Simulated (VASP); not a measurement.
# Pd (P6/mmm) in VASP: notebook, part 2 of 2

VASP 6.6.1. Earlier steps stand in the parts before.

## Step 3: Single point, PBE (volume scaled by 0.84)

INCAR reads:

```
PREC     = Accurate       # precision mode
ENCUT    = 520            # plane-wave cutoff, eV
EDIFF    = 1E-7           # SCF threshold, eV
ISMEAR   = -1             # smearing method
SIGMA    = 0.08           # smearing width, eV
LREAL    = F              # projectors in reciprocal space
LASPH    = T              # aspherical terms in the spheres
NELM     = 100            # most SCF steps
ALGO     = Normal         # electronic algorithm
ISIF     = 2              # what is computed and relaxed
LWAVE    = F              # write WAVECAR
LCHARG   = F              # write CHGCAR
GGA      = PE             # functional
NBANDS   = 11             # bands
```

KPOINTS reads:

```
regular mesh
0
Gamma
  16 16 15
```

POSCAR reads:

```
Pd
1.0
    2.5508084586      0.0000000000      0.0000000000
   -1.2754042293      2.2090649253      0.0000000000
    0.0000000000      0.0000000000      2.4766831937
Pd
1
Direct
    0.0000000000      0.0000000000      0.0000000000
```

Potentials or basis: VASP PAW PBE potentials, release 64 (Pd).

Started as:

```console
> cat potpaw_PBE.64/Pd/POTCAR > POTCAR
> mpirun -np 1 vasp_std > vasp.out
```

OUTCAR:

```text
PREC = Accurate
   ENCUT = 520
   EDIFF = 1E-7
   ISMEAR = -1
   LREAL = F
   LASPH = T
   NELM = 100
   ISIF = 2
   GGA = PE

 ion  position               nearest neighbor table
   1  0.000  0.000  0.000-

  LATTYP: Found a hexagonal cell.
 ALAT       =     2.5508084586
 C/A-ratio  =     0.9709404818

  Lattice vectors:

 A1 = (   2.5508084586,   0.0000000000,   0.0000000000)
 A2 = (  -1.2754042293,   2.2090649253,   0.0000000000)
 A3 = (   0.0000000000,   0.0000000000,   2.4766831937)

Analysis of symmetry for initial positions (statically):
=====================================================================
 Subroutine PRICEL returns:
 Original cell was already a primitive cell.

 Routine SETGRP: Setting up the symmetry group for a
 hexagonal supercell.

 Subroutine GETGRP returns: Found 24 space group operations
 (whereof 24 operations were pure point group operations)
 out of a pool of 24 trial point group operations.

The static configuration has the point symmetry D_6h.

Analysis of symmetry for dynamics (positions and initial velocities):
=====================================================================
[... 159 lines left out ...]
 cond. band min:      10.9502985228   @ k =   0.1875   0.1875   0.4000
 fundamental gap:      0.0003955253
 Fermi energy:        10.9500642859

 k-point     1 :       0.0000    0.0000    0.0000
  band No.  band energies     occupation
      1       3.2720      2.00000
      2       5.0115      2.00000
      3       7.5662      2.00000
      4       7.5662      2.00000
      5      11.0395      0.49278
      6      11.0395      0.49278
      7      27.9049      0.00000
      8      28.5036      0.00000
      9      35.2977      0.00000
     10      35.2977      0.00000
     11      36.0831      0.00000
[... 309 lines left out ...]
 k-point    24 :       0.2500    0.1875    0.0000
  band No.  band energies     occupation
      1       5.9906      2.00000
      2       6.0208      2.00000
      3       7.3551      2.00000
      4       9.2368      2.00000
      5      10.3090      1.99934
      6      12.3883      0.00000
      7      22.4875      0.00000
      8      23.9767      0.00000
      9      32.8482      0.00000
     10      35.3980      0.00000
     11      36.8103      0.00000

 [... further k-points ...]
[... 5 lines left out ...]
  --------------------------------------------------------------------------------------
  -------------------------------------------------------------------------------------
  Total        3.3963377      3.3963377      3.3822722     -0.0000000      0.0000000      0.0000000
  in kB      389.9102650    389.9102650    388.2955004     -0.0000000      0.0000000      0.0000000
  external PRESSURE =     389.3720101 kB  Pullay stress =       0.0000000 kB

 VOLUME and BASIS-vectors are now :
 -----------------------------------------------------------------------------
  energy-cutoff  :      520.00
  volume of cell :       13.96
      direct lattice vectors                 reciprocal lattice vectors
     2.550808459  0.000000000  0.000000000     0.392032572  0.226340111  0.000000000
    -1.275404229  2.209064925  0.000000000     0.000000000  0.452680222  0.000000000
     0.000000000  0.000000000  2.476683194     0.000000000  0.000000000  0.403765812

 POSITION                                       TOTAL-FORCE (eV/Angst)
 -----------------------------------------------------------------------------------
      0.00000      0.00000      0.00000        -0.000000      0.000000      0.000000
 -----------------------------------------------------------------------------------
    total drift:                                0.000000      0.000000     -0.000000

  FREE ENERGIE OF THE ION-ELECTRON SYSTEM (eV)
  ---------------------------------------------------
  free  energy   TOTEN  =        -4.7138444357 eV

  energy  without entropy=       -4.6947109004  energy(sigma->0) =       -4.70427767
```

stdout:

```text
POSCAR found type information on POSCAR Pd
 POSCAR found :  1 types and       1 ions
 scaLAPACK will be used
 LDA part: xc-table for (Slater+PW92), standard interpolation
 POSCAR, INCAR and KPOINTS ok, starting setup
 FFT: planning ... GRIDC
 FFT: planning ... GRID_SOFT
 FFT: planning ... GRID
 WAVECAR not read
 entering main loop
```

Wall time 28 s (1 thread of Intel Xeon Platinum 8488C (Sapphire Rapids), shared host); peak memory 0.15 GiB.

What came out:

| Item | Value |
| --- | --- |
| Free energy | -4.7138 eV |
| Pressure | 38.9 GPa |
| Band gap on the k mesh | zero (band 5 reaches 12.14 eV, above the bottom of band 6 at 9.48 eV) |

Stress tensor (GPa, compression positive):
```
38.99  0.00  0.00
 0.00 38.99  0.00
 0.00  0.00 38.83
```

## Step 4: Single point, PBE (volume scaled by 0.92)

INCAR reads:

```
SYSTEM = Pd
PREC = Accurate
ENCUT = 520
EDIFF = 1E-6
ISMEAR = -1
SIGMA = 0.08
LREAL = .FALSE.
LASPH = .TRUE.
NELM = 100
ALGO = Normal
ISIF = 2
LWAVE = .FALSE.
LCHARG = .FALSE.
GGA = PE
NBANDS = 11
```

KPOINTS reads:

```
regular mesh
0
G
  16 16 15
  0 0 0
```

POSCAR reads:

```
Pd
1.0
    2.6256703410      0.0000000000      0.0000000000
   -1.3128351705      2.2738972172      0.0000000000
    0.0000000000      0.0000000000      2.5600844890
Pd
1
Direct
    0.0000000000      0.0000000000      0.0000000000
```

Started as:

```console
> cat potpaw_PBE.64/Pd/POTCAR > POTCAR
> mpirun -np 1 vasp_std > vasp.out
```

Run time: 27 s. Hardware: 1 thread of Intel Xeon Platinum 8488C (Sapphire Rapids), shared host; peak memory 0.15 GiB.

It converged, with:

```
Free energy            : -4.9269 eV
Pressure               : 14.4 GPa
Band gap on the k mesh : zero (band 5 reaches 10.36 eV, above the bottom of band 6 at 8.22 eV)
```

Stress tensor (GPa, compression positive):
```
14.41  0.00  0.00
 0.00 14.41  0.00
 0.00  0.00 14.28
```

Levels at points of the mesh, in eV from the Fermi level:
| k point | band 1 | band 2 | band 3 | band 4 | band 5 | band 6 | band 7 | band 8 | band 9 | band 10 |
| --- | --- | --- | --- | --- | --- | --- | --- | --- | --- | --- |
| (0.00, 0.00, 0.00) | -6.97 | -5.18 | -2.95 | -2.95 | 0.04 | 0.04 | 16.23 | 17.56 | 23.37 | 23.37 |
| (0.50, 0.00, 0.00) | -5.57 | -4.13 | -1.92 | -0.37 | 0.38 | 1.00 | 7.09 | 15.27 | 19.92 | 22.89 |

## Step 5: Single point, PBE (volume scaled by 0.76)

INCAR reads:

```
ALGO = Normal
EDIFF = 1E-6
ENCUT = 540
GGA = PE
GGA_COMPAT = False
ISIF = 2
ISMEAR = -1
LASPH = True
LCHARG = False
LREAL = False
LWAVE = False
NBANDS = 15
NELM = 120
PREC = Accurate
SIGMA = 0.08
```

KPOINTS reads:

```
k-points
0
Gamma
  16 16 15
```

POSCAR reads:

```
Pd
1.0
    2.4702350603      0.0000000000      0.0000000000
   -1.2351175302      2.1392863156      0.0000000000
    0.0000000000      0.0000000000      2.3893727006
Pd
1
Direct
    0.0000000000      0.0000000000      0.0000000000
```

Potentials or basis: VASP PAW PBE potentials, release 64 (Pd_sv_GW).

Started as:

```console
> cat potpaw_PBE.64/Pd_sv_GW/POTCAR > POTCAR
> mpirun -np 1 vasp_std > vasp.out
```

Run time: 42 s. Hardware: 1 thread of AMD EPYC 7R13 (Zen 3), shared host; peak memory 0.15 GiB.

The run converged. Its results:

* Free energy: -2.7620 eV
* Pressure: 78.4 GPa
* Band gap on the k mesh: zero (band 9 reaches 12.74 eV, above the bottom of band 10 at 9.49 eV)

Levels at points of the mesh, in eV from the Fermi level:
| k point | band 7 | band 8 | band 9 | band 10 | band 11 | band 12 |
| --- | --- | --- | --- | --- | --- | --- |
| (0.00, 0.00, 0.00) | -3.93 | -3.93 | 0.14 | 0.14 | 17.25 | 17.64 |
| (0.50, 0.00, 0.00) | -2.52 | -0.42 | 0.56 | 0.56 | 8.63 | 16.31 |

## Step 6: Summary

| potentials or basis | cell | cutoff (eV) | second run | gap on the mesh (eV) | pressure (GPa) |
| --- | --- | --- | --- | --- | --- |
| VASP PAW PBE potentials, release 64 (Pd) | a = 2.551, b = 2.551, c = 2.477 Å, angles 90.0, 90.0, 120.0°, 1 atom | 520 | - | none | 38.9 |
| VASP PAW PBE potentials, release 64 (Pd) | a = 2.626, b = 2.626, c = 2.560 Å, angles 90.0, 90.0, 120.0°, 1 atom | 520 | - | none | 14.4 |
| VASP PAW PBE potentials, release 64 (Pd_sv_GW) | a = 2.470, b = 2.470, c = 2.389 Å, angles 90.0, 90.0, 120.0°, 1 atom | 540 | valence_matched | none | 78.4 |

Alike in all rows: task single point; level PBE; no spin polarisation; k mesh 16 × 16 × 15; smearing fermi-dirac 0.08 eV.

Absolute energies hang on the potentials; compare differences alone.
